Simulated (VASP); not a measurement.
A run of VASP 6.6.1 is set up as follows.

INCAR

```
PREC = Accurate
ENCUT = 520
EDIFF = 1E-7
ISMEAR = -1
SIGMA = 0.02
LREAL = F
LASPH = T
NELM = 60
ALGO = Normal
ISIF = 2
LWAVE = F
LCHARG = F
GGA = PE
NBANDS = 28
```

The input KPOINTS:

```
regular mesh
0
Gamma
  8 8 8
```

Contents of POSCAR:

```
BaTiO3
1.0
    3.9841000000      0.0000000000      0.0000000000
    0.0000000000      2.8370500000      2.9027160000
    0.0000000000     -2.8370500000      2.9027160000
Ba Ti O
1 1 3
Direct
    0.0000000000      0.0094805963      0.0094805963
    0.5000000000      0.5245838570      0.5245838570
    0.0000000000      0.4895412991      0.4895412991
    0.5000000000      0.4919341429      0.9806801047
    0.5000000000      0.9806801047      0.4919341429
```

Potentials or basis: VASP PAW PBE potentials, release 64 (Ba_sv, Ti_sv, O).

The run is started by

```bash
$ cat potpaw_PBE.64/Ba_sv/POTCAR potpaw_PBE.64/Ti_sv/POTCAR potpaw_PBE.64/O/POTCAR > POTCAR
$ mpirun -np 1 vasp_std > vasp.out
```

(1) Predict the pressure.

(2) Predict the band gap on the k mesh.

Answers

(1) 3.6 GPa.

(2) 2.23 eV (least direct gap 2.65 eV).

Caveat: the cell differs from its parent crystal (z stretched by +2 %, then relaxed in part); the cell stands under pressure; spin-orbit coupling is left out, which moves the levels of the heavy elements.
